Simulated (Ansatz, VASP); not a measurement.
## NaI in VASP and in Ansatz

Contents of POSCAR:

```
NaI
1.0
    0.0000000000      3.2849460000      3.2849460000
    3.2849460000      0.0000000000      3.2849460000
    3.2849460000      3.2849460000      0.0000000000
Na I
1 1
Direct
    0.0000000000      0.0000000000      0.0000000000
    0.5000000000      0.5000000000      0.5000000000
```

Contents of INCAR.step1:

```
ALGO = Normal
EDIFF = 1E-4
ENCUT = 520
GGA = PE
ISMEAR = 0
LASPH = True
LCHARG = False
LREAL = False
LWAVE = True
NBANDS = 14
NELM = 60
PREC = Accurate
SIGMA = 0.05
```

The input INCAR.step2:

```
ALGO = Normal
EDIFF = 1E-6
ENCUT = 520
ISIF = 2
ISMEAR = 0
ISTART = 1
LASPH = True
LCHARG = True
LELF = True
LMIXTAU = True
LREAL = False
LVHAR = True
LWAVE = False
METAGGA = R2SCAN
NBANDS = 14
NELM = 60
PREC = Accurate
SIGMA = 0.05
```

KPOINTS

```
k-points
0
Gamma
  6 6 6
```

Input for Ansatz:

```yaml
crystal:
  lattice:
    - [0.0, 3.284946, 3.284946]
    - [3.284946, 0.0, 3.284946]
    - [3.284946, 3.284946, 0.0]
  atoms:
    - { symbol: Na, position: [0.0, 0.0, 0.0] }
    - { symbol: I, position: [0.5, 0.5, 0.5] }
basis:
  ecutwfc: 500
kpoints:
  mp_grid: { grid: [6, 6, 6] }
hamiltonian:
  xc: r2scan
scf:
  occupations: { method: gaussian, width: 0.05 }
output:
  forces: true
  stress: true
  eigenvalues: true
```

Change from the starting cell: strain +0.015 along x and y, +0.015 along z, atoms carried along.

Alike in both runs: task single point; functional r2SCAN; k mesh 6 × 6 × 6; occupations gaussian, width 0.05 eV; no spin polarisation.

```csv
,VASP,Ansatz
version,VASP 6.6.1,Ansatz 0.2.0
potentials or method,"VASP PAW PBE potentials, release 64 (Na_pv, I), cutoff 520 eV","scalar-relativistic, plane waves, PAW"
valence electrons in the cell,14,26
```

```tsv
	VASP	Ansatz	Ansatz less VASP
gap on the k mesh at the Fermi level (eV)	4.31	4.30	-0.009
least direct gap on the mesh (eV)	4.31	4.30	-0.009
pressure (GPa)	-0.8	-0.8	+0.05
```

VASP's potentials were made for PBE, not for r2SCAN. With one functional, cell and mesh, what is left measures potentials, basis and numerics. VASP's potentials hold 14 valence electrons a cell and Ansatz's 26, so a difference there can come from the potentials and not from the codes.

Spin-orbit coupling is off throughout.
